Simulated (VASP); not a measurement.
# Sn (Immm) in VASP: further runs

Sn is run at these levels: PBEsol+D3(BJ); tasks: single point.

Program: VASP 6.6.1. These are calculated values, not measurements. Logs are shortened: lines on timing, memory, paths and dates and some standing lists are left out, and cuts for length are marked.

### 1 The cell of the first run

Symmetry: Immm, No. 71, orthorhombic system. Conventional cell: a = 3.461 Å, b = 3.644 Å, c = 3.974 Å, α = 90.00°, β = 90.00°, γ = 90.00°. Sn (site symmetry mmm) has 14 Sn at 3.20 to 3.97 Å within 4.2 Å.

### 2 Single point, PBEsol+D3(BJ)

Contents of INCAR:

```
SYSTEM = Sn
  PREC = Accurate
  ENCUT = 520
  EDIFF = 1E-7
  ISMEAR = 0
  SIGMA = 0.1
  LREAL = .FALSE.
  LASPH = .TRUE.
  NELM = 60
  ALGO = Fast
  ISIF = 2
  LWAVE = .FALSE.
  LCHARG = .FALSE.
  GGA = PS
  IVDW = 12
  NBANDS = 13
```

Contents of KPOINTS:

```
Automatic mesh
0
G
  16 16 16
  0 0 0
```

Contents of POSCAR:

```
Sn
1.0
   -1.8221530000      1.7304584010      1.9868244593
    1.8221530000     -1.7304584010      1.9868244593
    1.8221530000      1.7304584010     -1.9868244593
Sn
1
Direct
    0.0000000000      0.0000000000      0.0000000000
```

Potentials or basis: VASP PAW PBE potentials, release 64 (Sn_d).

On the command line:

```
$ cat potpaw_PBE.64/Sn_d/POTCAR > POTCAR
$ mpirun -np 1 vasp_std > vasp.out
```

OUTCAR:

```text
SYSTEM = Sn
   PREC = Accurate
   ENCUT = 520
   EDIFF = 1E-7
   ISMEAR = 0
   LREAL = .FALSE.
   LASPH = .TRUE.
   NELM = 60
   ISIF = 2
   GGA = PS
   IVDW = 12
 IVDW          = 12

 ion  position               nearest neighbor table
   1  0.000  0.000  0.000-

  LATTYP: Found a body centered orthorhombic cell.
 ALAT       =     3.4609168020
 B/A-ratio  =     1.0529886179
 C/A-ratio  =     1.1481492177

  Lattice vectors:

 A1 = (   1.8221530000,  -1.7304584010,  -1.9868244593)
 A2 = (  -1.8221530000,   1.7304584010,  -1.9868244593)
 A3 = (   1.8221530000,   1.7304584010,   1.9868244593)

Analysis of symmetry for initial positions (statically):
=====================================================================
 Subroutine PRICEL returns:
 Original cell was already a primitive cell.

 Routine SETGRP: Setting up the symmetry group for a
 body centered orthorhombic supercell.

 Subroutine GETGRP returns: Found  8 space group operations
 (whereof  8 operations were pure point group operations)
 out of a pool of  8 trial point group operations.

The static configuration has the point symmetry D_2h.

Analysis of symmetry for dynamics (positions and initial velocities):
=====================================================================
 Subroutine PRICEL returns:
 Original cell was already a primitive cell.

 Routine SETGRP: Setting up the symmetry group for a
 body centered orthorhombic supercell.

 Subroutine GETGRP returns: Found  8 space group operations
 (whereof  8 operations were pure point group operations)
 out of a pool of  8 trial point group operations.

The dynamic configuration has the point symmetry D_2h.

 Subroutine INISYM returns: Found  8 space group operations
 (whereof  8 operations are pure point group operations),
 and found     1 'primitive' translations

----------------------------------------------------------------------------------------

                                     Primitive cell

  volume of cell :      25.0591

  direct lattice vectors                    reciprocal lattice vectors
    -1.822153000  1.730458401  1.986824459     0.000000000  0.288940780  0.251657864
     1.822153000 -1.730458401  1.986824459     0.274400668  0.000000000  0.251657864
     1.822153000  1.730458401 -1.986824459     0.274400668  0.288940780  0.000000000

  length of vectors
     3.203466757  3.203466757  3.203466757     0.383168964  0.372327016  0.398475220

  position of ions in fractional coordinates (direct lattice)
     0.000000000  0.000000000  0.000000000

  ion indices of the primitive-cell ions
   primitive index   ion index
                 1           1

----------------------------------------------------------------------------------------

 KPOINTS: Automatic mesh

Automatic generation of k-mesh.
 Grid dimensions read from file:
 generate k-points for:   16   16   16

 Generating k-lattice:

  Cartesian coordinates                     Fractional coordinates (reciprocal lattice)
     0.000000000  0.018058799  0.015728617     0.062500000  0.000000000 -0.000000000
     0.017150042  0.000000000  0.015728617     0.000000000  0.062500000 -0.000000000
     0.017150042  0.018058799  0.000000000     0.000000000  0.000000000  0.062500000

  Length of vectors
     0.023948060  0.023270439  0.024904701

  Shift w.r.t. Gamma in fractional coordinates (k-lattice)
     0.000000000  0.000000000  0.000000000

 Subroutine IBZKPT returns following result:
 ===========================================

 Found    621 irreducible k-points:

 Following reciprocal coordinates:
            Coordinates               Weight
  0.000000  0.000000  0.000000      1.000000
  0.062500  0.000000  0.000000      4.000000
  0.125000  0.000000  0.000000      4.000000
  0.187500  0.000000  0.000000      4.000000
  0.250000  0.000000  0.000000      4.000000
  0.312500  0.000000  0.000000      4.000000
[... 16 lines left out ...]
 -0.187500  0.062500 -0.000000      8.000000
 -0.125000  0.062500  0.000000      8.000000
 [... further k-points ...]
   k-points           NKPTS =    621   k-points in BZ     NKDIM =    621   number of bands    NBANDS=     13
   number of dos      NEDOS =    301   number of ions     NIONS =      1
   total plane-waves  NPLWV =  13824
   dimension x,y,z NGX =    24 NGY =   24 NGZ =   24
   dimension x,y,z NGXF=    48 NGYF=   48 NGZF=   48
   ions per type =               1
   NGX,Y,Z   is equivalent  to a cutoff of  12.45, 12.45, 12.45 a.u.
   NGXF,Y,Z  is equivalent  to a cutoff of  24.91, 24.91, 24.91 a.u.
 SYSTEM =  Sn
   PREC   = accura    normal or accurate (medium, high low for compatibility)
   ISTART =      0    job   : 0-new  1-cont  2-samecut
   ICHARG =      2    charge: 1-file 2-atom 10-const
   ISPIN  =      1    spin polarized calculation?
   LNONCOLLINEAR =      F non collinear calculations
   LSORBIT =      F    spin-orbit coupling
   LASPH  =      T    aspherical Exc in radial PAW
   ENCUT  =  520.0 eV  38.22 Ry    6.18 a.u.   5.96  5.96  5.96*2*pi/ulx,y,z
   NELM   =     60;   NELMIN=  2; NELMDL= -5     # of ELM steps
   EDIFF  = 0.1E-06   stopping-criterion for ELM
   LREAL  =      F    real-space projection
   EDIFFG = 0.1E-05   stopping-criterion for IOM
   NSW    =      0    number of steps for IOM
   IBRION =     -1    ionic relax: 0-MD 1-quasi-New 2-CG
   NFREE  =      0    steps in history (QN), initial steepest desc. (CG)
   ISIF   =      2    stress and relaxation
   ISYM   =      2    0-nonsym 1-usesym 2-fastsym
   POTIM  = 0.5000    time-step for ionic-motion
   TEBEG  =    0.0;   TEEND  =   0.0 temperature during run
   PSTRESS=    0.0 pullay stress
   NELECT =      14.0000    total number of electrons
   NUPDOWN=      -1.0000    fix difference up-down
   EMIN   =  10.00;   EMAX   =-10.00  energy-range for DOS
   EFERMI =   0.00;   METHOD = LEGACY
   ISMEAR =     0;   SIGMA  =   0.10  broadening in eV -4-tet -1-fermi 0-gaus
   EFERMI_NEDOS =   21; number of points for ismear=-14 and -15
   IALGO  =     68    algorithm
   IMIX   =      4    mixing-type and parameters
     AMIX     =   0.40;   BMIX     =  1.00
     AMIX_MAG =   1.60;   BMIX_MAG =  1.00
  volume/ion in A,a.u.               =      25.06       169.11
  Fermi-wavevector in a.u.,A,eV,Ry     =   1.348328  2.547971 24.735248  1.817989
  Thomas-Fermi vector in A             =   2.476006
   LORBIT       =      0    0 simple, 1 ext, 2 COOP (PROOUT), +10 PAW based schemes
   GGA     = PS    functional components
   LHFCALC =     F    Hartree Fock is set to
   AEXX    =    0.0000 exact exchange contribution
   IVDW    =    12    specifies the selected vdW correction
   LEPSILON=     F    determine dielectric tensor
   LRPA    =     F    only Hartree local field effects (RPA)
 non-spin polarized calculation
 RMM-DIIS sequential band-by-band and
 Gauss-broadening in eV      SIGMA  =   0.10
  energy-cutoff  :      520.00
  volume of cell :       25.06
 maximum number of plane-waves:       703
   NGX = 11   NGY = 11   NGZ = 11

 number of electron      14.0000000 magnetization

 Free energy of the ion-electron system (eV)
  ---------------------------------------------------
  ext. energy  EPLUGINS =         0.00000000
  ---------------------------------------------------
  free energy    TOTEN  =        -4.22726149 eV

  energy without entropy =       -4.22485929  energy(sigma->0) =       -4.22606039

 E-fermi :   8.9679     XC(G=0): -10.8909

 val. band max:        8.9620470012   @ k =  -0.3750  -0.2500   0.2500
 cond. band min:       8.9717174344   @ k =   0.3750  -0.2500   0.0625
 fundamental gap:      0.0096704333
 Fermi energy:         8.9678620929

 k-point     1 :       0.0000    0.0000    0.0000
  band No.  band energies     occupation
      1     -12.5683      2.00000
      2     -12.5420      2.00000
      3     -12.5146      2.00000
      4     -12.4189      2.00000
      5     -12.3517      2.00000
      6      -2.7719      2.00000
      7      17.2128      0.00000
      8      17.3046      0.00000
      9      18.1050      0.00000
     10      20.5011      0.00000
     11      21.1095      0.00000
     12      21.9679      0.00000
     13      22.2816      0.00000

 k-point     2 :       0.0625    0.0000    0.0000
  band No.  band energies     occupation
      1     -12.5639      2.00000
      2     -12.5393      2.00000
      3     -12.5115      2.00000
      4     -12.4181      2.00000
      5     -12.3542      2.00000
      6      -2.6808      2.00000
      7      16.7155      0.00000
      8      16.9659      0.00000
      9      17.5702      0.00000
     10      19.9673      0.00000
     11      21.1328      0.00000
     12      21.8341      0.00000
     13      21.8768      0.00000

 k-point     3 :       0.1250    0.0000    0.0000
  band No.  band energies     occupation
      1     -12.5585      2.00000
      2     -12.5322      2.00000
      3     -12.4950      2.00000
      4     -12.4155      2.00000
      5     -12.3611      2.00000
      6      -2.4070      2.00000
      7      14.9445      0.00000
      8      16.2219      0.00000
      9      16.9611      0.00000
     10      19.5684      0.00000
     11      20.3697      0.00000
     12      21.2489      0.00000
     13      22.7515      0.00000
[... 305 lines left out ...]
 k-point    23 :      -0.1875    0.0625   -0.0000
  band No.  band energies     occupation
      1     -12.5597      2.00000
      2     -12.5292      2.00000
      3     -12.4756      2.00000
      4     -12.4059      2.00000
      5     -12.3665      2.00000
      6      -2.0994      2.00000
      7      13.6931      0.00000
      8      15.5838      0.00000
      9      16.3186      0.00000
     10      19.4892      0.00000
     11      19.5307      0.00000
     12      20.8828      0.00000
     13      22.4190      0.00000

 k-point    24 :      -0.1250    0.0625    0.0000
  band No.  band energies     occupation
      1     -12.5616      2.00000
      2     -12.5316      2.00000
      3     -12.5047      2.00000
      4     -12.4115      2.00000
      5     -12.3590      2.00000
      6      -2.4781      2.00000
      7      15.6473      0.00000
      8      16.5400      0.00000
      9      16.8477      0.00000
     10      19.5372      0.00000
     11      19.9981      0.00000
     12      21.6054      0.00000
     13      21.8207      0.00000

 [... further k-points ...]

------------------------ aborting loop because EDIFF is reached ----------------------------------------

 Edisp (eV)   -0.42385

 E8    (eV) :    -0.2990

  FORCE on cell =-STRESS in cart. coord.  units (eV):
  Direction    XX          YY          ZZ          XY          YZ          ZX
  --------------------------------------------------------------------------------------
  -------------------------------------------------------------------------------------
  Total      -0.00724    -0.00834    -0.00345    -0.00000     0.00000     0.00000
  in kB      -0.46263    -0.53313    -0.22029    -0.00000     0.00000     0.00000
  external pressure =       -0.41 kB  Pullay stress =        0.00 kB

 VOLUME and BASIS-vectors are now :
 -----------------------------------------------------------------------------
  energy-cutoff  :      520.00
  volume of cell :       25.06
      direct lattice vectors                 reciprocal lattice vectors
    -1.822153000  1.730458401  1.986824459     0.000000000  0.288940780  0.251657864
     1.822153000 -1.730458401  1.986824459     0.274400668  0.000000000  0.251657864
     1.822153000  1.730458401 -1.986824459     0.274400668  0.288940780  0.000000000

 POSITION                                       TOTAL-FORCE (eV/Angst)
 -----------------------------------------------------------------------------------
      0.00000      0.00000      0.00000         0.000000      0.000000      0.000000
 -----------------------------------------------------------------------------------
    total drift:                               -0.000000      0.000000     -0.000000

  FREE ENERGIE OF THE ION-ELECTRON SYSTEM (eV)
  ---------------------------------------------------
  free  energy   TOTEN  =        -4.6511124342 eV

  energy  without entropy=       -4.6487102347  energy(sigma->0) =       -4.64991133
```

Run time: 49 s. Hardware: 1 thread of Intel Xeon 6975P-C (Granite Rapids), shared host; peak memory 0.3 GiB.

What came out:

```yaml
Free_energy: -4.6511 eV
Pressure: 0.0 GPa
Band_gap_on_the_k_mesh: zero (band 7 reaches 17.21 eV, above the bottom of band 8 at 6.37 eV)
Dispersion_energy_per_atom: -0.424 eV
```

Levels at points of the mesh, in eV from the Fermi level:
| k point | band 5 | band 6 | band 7 | band 8 | band 9 | band 10 |
| --- | --- | --- | --- | --- | --- | --- |
| (0.00, 0.00, 0.00) | -21.32 | -11.74 | 8.24 | 8.34 | 9.14 | 11.53 |
| (0.50, 0.00, 0.00) | -21.24 | -6.53 | -4.90 | 4.10 | 5.86 | 8.69 |
| (0.00, 0.50, 0.00) | -21.25 | -6.97 | -5.05 | 4.87 | 6.87 | 9.58 |
| (0.50, 0.50, 0.00) | -21.22 | -5.98 | -4.63 | 3.02 | 4.39 | 7.34 |
| (0.50, 0.50, 0.50) | -21.24 | -2.50 | -1.96 | -0.35 | 0.79 | 3.57 |

Caveat: the PAW data sets were made with another functional, which shifts forces and pressure a little; spin-orbit coupling is left out, which moves the levels of the heavy elements; pairwise dispersion overbinds metals, which lowers pressure and volume.

### 3 Single point, PBEsol+D3(BJ) (volume scaled by 1.03, then relaxed in part)

Contents of INCAR:

```
SYSTEM = Sn
PREC = Accurate ; ENCUT = 520
EDIFF = 1E-6 ; ISMEAR = 0
SIGMA = 0.1 ; LREAL = .FALSE.
LASPH = .TRUE. ; NELM = 80
ALGO = Fast ; ISIF = 2
LWAVE = .FALSE. ; LCHARG = .FALSE.
GGA = PS ; IVDW = 12
NBANDS = 13
```

Contents of KPOINTS:

```
regular mesh
0
G
  16 16 16
  0 0 0
```

Contents of POSCAR:

```
Sn
1.0
   -1.8346146216      1.7430603124      2.0178341210
    1.8346146216     -1.7430603124      2.0178341210
    1.8346146216      1.7430603124     -2.0178341210
Sn
1
Direct
    0.0000000000      0.0000000000      0.0000000000
```

Potentials or basis: VASP PAW PBE potentials, release 64 (Sn_d).

On the command line:

```
$ cat potpaw_PBE.64/Sn_d/POTCAR > POTCAR
$ mpirun -np 1 vasp_std > vasp.out
```

Wall time 45 s (1 thread of Intel Xeon 6975P-C (Granite Rapids), shared host); peak memory 0.3 GiB.

Results (log left out):

| Quantity | Value |
| --- | --- |
| Free energy | -4.6470 eV |
| Pressure | -1.7 GPa |
| Band gap on the k mesh | zero (band 7 reaches 16.56 eV, above the bottom of band 8 at 6.09 eV) |
| Dispersion energy per atom | -0.411 eV |

Levels at points of the mesh, in eV from the Fermi level:
```tsv
k point	band 5	band 6	band 7	band 8	band 9	band 10
(0.00, 0.00, 0.00)	-21.31	-11.51	7.98	8.06	8.83	11.44
(0.50, 0.00, 0.00)	-21.24	-6.51	-4.74	4.04	5.80	8.56
(0.00, 0.50, 0.00)	-21.24	-6.93	-4.89	4.79	6.78	9.42
(0.50, 0.50, 0.00)	-21.22	-5.92	-4.45	2.90	4.23	7.12
(0.50, 0.50, 0.50)	-21.24	-2.70	-1.97	-0.25	0.86	3.61
```

Caveat: the PAW data sets were made with another functional, which shifts forces and pressure a little; spin-orbit coupling is left out, which moves the levels of the heavy elements; pairwise dispersion overbinds metals, which lowers pressure and volume.

(Continued in part 2 of 2.)
